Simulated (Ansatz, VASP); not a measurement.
KBF3 in VASP and in Ansatz

```
K B F
1.0
     5.88567    0.00000    0.00000
    -2.94283    5.09714    0.00000
     0.00000    0.00000    8.86599
K B F
4 4 12
Direct
  0.00000 0.00000 0.00000
  0.33333 0.66667 0.25000
  0.00000 0.00000 0.50000
  0.66667 0.33333 0.75000
  0.66667 0.33333 0.11841
  0.66667 0.33333 0.38159
  0.33333 0.66667 0.61841
  0.33333 0.66667 0.88159
  0.50000 0.00000 0.00000
  0.00000 0.50000 0.00000
  0.50000 0.50000 0.00000
  0.79414 0.58827 0.25000
  0.41173 0.20586 0.25000
  0.79414 0.20586 0.25000
  0.50000 0.00000 0.50000
  0.00000 0.50000 0.50000
  0.50000 0.50000 0.50000
  0.20586 0.41173 0.75000
  0.58827 0.79414 0.75000
  0.20586 0.79414 0.75000
```

Alike in both runs: functional PBE; k mesh 6 × 6 × 2; occupations gaussian, width 0.1 eV; no spin polarisation.

Ansatz relaxed the structure, and its values are those at the end. VASP's run is a single point on that final structure, the one shown.

|  | VASP | Ansatz |
| --- | --- | --- |
| version | VASP 6.6.1 | Ansatz 0.2.0 |
| potentials or method | VASP PAW PBE potentials, release 64 (K_sv, B, F), cutoff 520 eV | scalar-relativistic, plane waves, PAW |
| valence electrons in the cell | 132 | 132 |

|  | VASP | Ansatz | Ansatz less VASP |
| --- | --- | --- | --- |
| gap on the k mesh at the Fermi level (eV) | 0.33 | 0.33 | +0.004 |
| least direct gap on the mesh (eV) | 0.34 | 0.34 | +0.005 |
| pressure (GPa) | 0.1 | 0.2 | +0.12 |
| rms of the force components (eV/Å) | 0.025 | 0.002 | -0.0236 |

The functional is the same, so the differences come from potentials, cutoffs and numerics.
